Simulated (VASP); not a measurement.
# Ir (I4/mmm) in VASP: single point with PBEsol

Aim: the single point of Ir with PBEsol.

Everything below comes from runs of VASP 6.6.1. Logs are shortened: lines on timing, memory, paths and dates and some standing lists are left out, and cuts for length are marked.

## 1. The cell of the first run

It takes space group I4/mmm (No. 139, tetragonal). The conventional cell has a = 2.606 Å, b = 2.606 Å, c = 3.993 Å, α = 90.00°, β = 90.00°, γ = 90.00°. Within 3.4 Å of Ir (site symmetry 4/mmm) lie 12 Ir at 2.61 to 2.72 Å.

## 2. Single point, PBEsol (strain -0.040 along x and y, +0.040 along z)

The input, INCAR:

```
SYSTEM = Ir
  PREC = Accurate
  ENCUT = 560
  EDIFF = 1E-6
  ISMEAR = 0
  SIGMA = 0.15
  LREAL = .FALSE.
  LASPH = .TRUE.
  NELM = 120
  ALGO = Normal
  ISIF = 2
  LWAVE = .FALSE.
  LCHARG = .TRUE.
  GGA = PS
  LELF = .TRUE.
  LVHAR = .TRUE.
  NBANDS = 14
  GGA_COMPAT = .FALSE.
```

The input, KPOINTS:

```
Automatic mesh
0
G
  22 22 22
  0 0 0
```

The input, POSCAR:

```
Ir
1.0
    0.0000000000      1.8429120000      1.9964880000
    1.8429120000      0.0000000000      1.9964880000
    1.8429120000      1.8429120000      0.0000000000
Ir
1
Direct
    0.0000000000      0.0000000000      0.0000000000
```

Potentials or basis: VASP PAW PBE potentials, release 64 (Ir_sv_GW).

Run with:

```
$ cat potpaw_PBE.64/Ir_sv_GW/POTCAR > POTCAR
$ mpirun -np 1 vasp_std > vasp.out
```

OUTCAR:

```text
SYSTEM = Ir
   PREC = Accurate
   ENCUT = 560
   EDIFF = 1E-6
   ISMEAR = 0
   LREAL = .FALSE.
   LASPH = .TRUE.
   NELM = 120
   ISIF = 2
   GGA = PS

 ion  position               nearest neighbor table
   1  0.000  0.000  0.000-

  LATTYP: Found a body centered tetragonal cell.
 ALAT       =     2.6062711447
 C/A-ratio  =     1.5320646926

  Lattice vectors:

 A1 = (  -1.8429120000,   0.0000000000,   1.9964880000)
 A2 = (   1.8429120000,   0.0000000000,   1.9964880000)
 A3 = (   0.0000000000,   1.8429120000,  -1.9964880000)

Analysis of symmetry for initial positions (statically):
=====================================================================
 Subroutine PRICEL returns:
 Original cell was already a primitive cell.

 Routine SETGRP: Setting up the symmetry group for a
 body centered tetragonal supercell.

 Subroutine GETGRP returns: Found 16 space group operations
 (whereof 16 operations were pure point group operations)
 out of a pool of 16 trial point group operations.

The static configuration has the point symmetry D_4h.

Analysis of symmetry for dynamics (positions and initial velocities):
=====================================================================
 Subroutine PRICEL returns:
 Original cell was already a primitive cell.

 Routine SETGRP: Setting up the symmetry group for a
 body centered tetragonal supercell.

 Subroutine GETGRP returns: Found 16 space group operations
 (whereof 16 operations were pure point group operations)
 out of a pool of 16 trial point group operations.

The dynamic configuration has the point symmetry D_4h.

 Subroutine INISYM returns: Found 16 space group operations
 (whereof 16 operations are pure point group operations),
 and found     1 'primitive' translations

----------------------------------------------------------------------------------------

                                     Primitive cell

  volume of cell :      13.5614

  direct lattice vectors                    reciprocal lattice vectors
     0.000000000  1.842912000  1.996488000    -0.271309753  0.271309753  0.250439772
     1.842912000  0.000000000  1.996488000     0.271309753 -0.271309753  0.250439772
     1.842912000  1.842912000  0.000000000     0.271309753  0.271309753 -0.250439772

  length of vectors
     2.717036800  2.717036800  2.606271145     0.458189965  0.458189965  0.458189965

  position of ions in fractional coordinates (direct lattice)
     0.000000000  0.000000000  0.000000000

  ion indices of the primitive-cell ions
   primitive index   ion index
                 1           1

----------------------------------------------------------------------------------------

 KPOINTS: Automatic mesh

Automatic generation of k-mesh.
 Grid dimensions read from file:
 generate k-points for:   22   22   22

 Generating k-lattice:

  Cartesian coordinates                     Fractional coordinates (reciprocal lattice)
    -0.012332262  0.012332262  0.011383626     0.045454545 -0.000000000  0.000000000
     0.012332262 -0.012332262  0.011383626    -0.000000000  0.045454545  0.000000000
     0.012332262  0.012332262 -0.011383626     0.000000000  0.000000000  0.045454545

  Length of vectors
     0.020826817  0.020826817  0.020826817

  Shift w.r.t. Gamma in fractional coordinates (k-lattice)
     0.000000000  0.000000000  0.000000000

 Subroutine IBZKPT returns following result:
 ===========================================

 Found    834 irreducible k-points:

 Following reciprocal coordinates:
            Coordinates               Weight
  0.000000  0.000000  0.000000      1.000000
  0.045455  0.000000  0.000000      8.000000
  0.090909  0.000000  0.000000      8.000000
  0.136364 -0.000000  0.000000      8.000000
  0.181818  0.000000  0.000000      8.000000
  0.227273  0.000000  0.000000      8.000000
[... 16 lines left out ...]
  0.500000  0.045455  0.000000      8.000000
 -0.454545  0.045455  0.000000      8.000000
 [... further k-points ...]
   k-points           NKPTS =    834   k-points in BZ     NKDIM =    834   number of bands    NBANDS=     14
   number of dos      NEDOS =    301   number of ions     NIONS =      1
   total plane-waves  NPLWV =  11520
   dimension x,y,z NGX =    24 NGY =   24 NGZ =   20
   dimension x,y,z NGXF=    48 NGYF=   48 NGZF=   40
   ions per type =               1
   NGX,Y,Z   is equivalent  to a cutoff of  14.68, 14.68, 12.76 a.u.
   NGXF,Y,Z  is equivalent  to a cutoff of  29.37, 29.37, 25.51 a.u.
 SYSTEM =  Ir
   PREC   = accura    normal or accurate (medium, high low for compatibility)
   ISTART =      0    job   : 0-new  1-cont  2-samecut
   ICHARG =      2    charge: 1-file 2-atom 10-const
   ISPIN  =      1    spin polarized calculation?
   LNONCOLLINEAR =      F non collinear calculations
   LSORBIT =      F    spin-orbit coupling
   LASPH  =      T    aspherical Exc in radial PAW
   ENCUT  =  560.0 eV  41.16 Ry    6.42 a.u.   5.24  5.24  5.03*2*pi/ulx,y,z
   NELM   =    120;   NELMIN=  2; NELMDL= -5     # of ELM steps
   EDIFF  = 0.1E-05   stopping-criterion for ELM
   LREAL  =      F    real-space projection
   EDIFFG = 0.1E-04   stopping-criterion for IOM
   NSW    =      0    number of steps for IOM
   IBRION =     -1    ionic relax: 0-MD 1-quasi-New 2-CG
   NFREE  =      0    steps in history (QN), initial steepest desc. (CG)
   ISIF   =      2    stress and relaxation
   ISYM   =      2    0-nonsym 1-usesym 2-fastsym
   POTIM  = 0.5000    time-step for ionic-motion
   TEBEG  =    0.0;   TEEND  =   0.0 temperature during run
   PSTRESS=    0.0 pullay stress
   NELECT =      17.0000    total number of electrons
   NUPDOWN=      -1.0000    fix difference up-down
   EMIN   =  10.00;   EMAX   =-10.00  energy-range for DOS
   EFERMI =   0.00;   METHOD = LEGACY
   ISMEAR =     0;   SIGMA  =   0.15  broadening in eV -4-tet -1-fermi 0-gaus
   EFERMI_NEDOS =   21; number of points for ismear=-14 and -15
   IALGO  =     38    algorithm
   IMIX   =      4    mixing-type and parameters
     AMIX     =   0.40;   BMIX     =  1.00
     AMIX_MAG =   1.60;   BMIX_MAG =  1.00
  volume/ion in A,a.u.               =      13.56        91.52
  Fermi-wavevector in a.u.,A,eV,Ry     =   1.765181  3.335708 42.393889  3.115863
  Thomas-Fermi vector in A             =   2.833012
   LORBIT       =      0    0 simple, 1 ext, 2 COOP (PROOUT), +10 PAW based schemes
   GGA     = PS    functional components
   LHFCALC =     F    Hartree Fock is set to
   AEXX    =    0.0000 exact exchange contribution
   IVDW    =     0    specifies the selected vdW correction
   LEPSILON=     F    determine dielectric tensor
   LRPA    =     F    only Hartree local field effects (RPA)
 non-spin polarized calculation
 Gauss-broadening in eV      SIGMA  =   0.15
  energy-cutoff  :      560.00
  volume of cell :       13.56
 maximum number of plane-waves:       419
 NGX is ok and might be reduce to    24
   NGX = 11   NGY = 11   NGZ =  9

 number of electron      17.0000000 magnetization

 Free energy of the ion-electron system (eV)
  ---------------------------------------------------
  ext. energy  EPLUGINS =         0.00000000
  ---------------------------------------------------
  free energy    TOTEN  =       -10.30126904 eV

  energy without entropy =      -10.29044535  energy(sigma->0) =      -10.29585719

 E-fermi :  13.5346     XC(G=0): -14.9780

 val. band max:       13.5345909386   @ k =   0.4545   0.0909   0.2727
 cond. band min:      13.5355343265   @ k =  -0.1818   0.2273   0.1818
 fundamental gap:      0.0009433879
 Fermi energy:        13.5346290608

 k-point     1 :       0.0000    0.0000    0.0000
  band No.  band energies     occupation
      1     -79.5637      2.00000
      2     -35.9518      2.00000
      3     -35.8724      2.00000
      4     -35.8724      2.00000
      5       1.9502      2.00000
      6       8.6905      2.00000
      7       9.8597      2.00000
      8       9.8597      2.00000
      9      11.4957      2.00000
     10      13.0572      1.99999
     11      27.1412      0.00000
     12      31.1295      0.00000
     13      33.6754      0.00000
     14      33.6754      0.00000

 k-point     2 :       0.0455    0.0000    0.0000
  band No.  band energies     occupation
      1     -79.5629      2.00000
      2     -35.9602      2.00000
      3     -35.8887      2.00000
      4     -35.8747      2.00000
      5       2.0479      2.00000
      6       8.7137      2.00000
      7       9.8210      2.00000
      8       9.9020      2.00000
      9      11.4816      2.00000
     10      13.0129      2.00000
     11      27.3144      0.00000
     12      31.1586      0.00000
     13      33.3111      0.00000
     14      33.8492      0.00000

 k-point     3 :       0.0909    0.0000    0.0000
  band No.  band energies     occupation
      1     -79.5584      2.00000
      2     -35.9936      2.00000
      3     -35.9242      2.00000
      4     -35.8792      2.00000
      5       2.3339      2.00000
      6       8.7631      2.00000
      7       9.7253      2.00000
      8      10.0216      2.00000
      9      11.4608      2.00000
     10      12.8942      2.00000
     11      27.8032      0.00000
     12      30.9559      0.00000
     13      32.9105      0.00000
     14      34.3600      0.00000
[... 324 lines left out ...]
 k-point    23 :       0.5000    0.0455    0.0000
  band No.  band energies     occupation
      1     -79.4836      2.00000
      2     -36.8161      2.00000
      3     -36.1181      2.00000
      4     -35.9523      2.00000
      5       5.0789      2.00000
      6       8.6947      2.00000
      7       9.9759      2.00000
      8      12.3105      2.00000
      9      14.2988      0.00000
     10      15.1502      0.00000
     11      21.3543      0.00000
     12      26.7308      0.00000
     13      32.5517      0.00000
     14      33.5757      0.00000

 k-point    24 :      -0.4545    0.0455    0.0000
  band No.  band energies     occupation
      1     -79.4837      2.00000
      2     -36.8152      2.00000
      3     -36.1195      2.00000
      4     -35.9486      2.00000
      5       5.0830      2.00000
      6       8.7265      2.00000
      7       9.9675      2.00000
      8      12.1805      2.00000
      9      14.1740      0.00000
     10      15.2800      0.00000
     11      21.4608      0.00000
     12      26.7794      0.00000
     13      32.3729      0.00000
     14      33.8417      0.00000

 [... further k-points ...]

------------------------ aborting loop because EDIFF is reached ----------------------------------------

  FORCE on cell =-STRESS in cart. coord.  units (eV):
  Direction    XX          YY          ZZ          XY          YZ          ZX
  --------------------------------------------------------------------------------------
  -------------------------------------------------------------------------------------
  Total        2.2320406      2.2320406     -0.7056280      0.0000000      0.0000000      0.0000000
  in kB      263.6979654    263.6979654    -83.3643781      0.0000000      0.0000000      0.0000000
  external PRESSURE =     148.0105176 kB  Pullay stress =       0.0000000 kB

 VOLUME and BASIS-vectors are now :
 -----------------------------------------------------------------------------
  energy-cutoff  :      560.00
  volume of cell :       13.56
      direct lattice vectors                 reciprocal lattice vectors
     0.000000000  1.842912000  1.996488000    -0.271309753  0.271309753  0.250439772
     1.842912000  0.000000000  1.996488000     0.271309753 -0.271309753  0.250439772
     1.842912000  1.842912000  0.000000000     0.271309753  0.271309753 -0.250439772

 POSITION                                       TOTAL-FORCE (eV/Angst)
 -----------------------------------------------------------------------------------
      0.00000      0.00000      0.00000         0.000000     -0.000000      0.000000
 -----------------------------------------------------------------------------------
    total drift:                                0.000000      0.000000      0.000000

  FREE ENERGIE OF THE ION-ELECTRON SYSTEM (eV)
  ---------------------------------------------------
  free  energy   TOTEN  =       -10.3012690397 eV

  energy  without entropy=      -10.2904453481  energy(sigma->0) =      -10.29585719
```

Wall time 51 s (1 thread of Intel Xeon 6975P-C (Granite Rapids), shared host); peak memory 0.28 GiB.

What came out:

```yaml
Free_energy: -10.3013 eV
Pressure: 14.8 GPa
Band_gap_on_the_k_mesh: zero (an odd number of electrons rules out a gap without spin polarisation)
```

Stress tensor (GPa, compression positive):
```
26.37  0.00  0.00
 0.00 26.37  0.00
 0.00  0.00 -8.34
```

Caveat: the cell differs from its parent crystal (strain -0.040 along x and y, +0.040 along z); the stress differs along the axes, from -8 to 26 GPa; the PAW data sets were made with another functional, which shifts forces and pressure a little; spin-orbit coupling is left out, which moves the levels of the heavy elements.
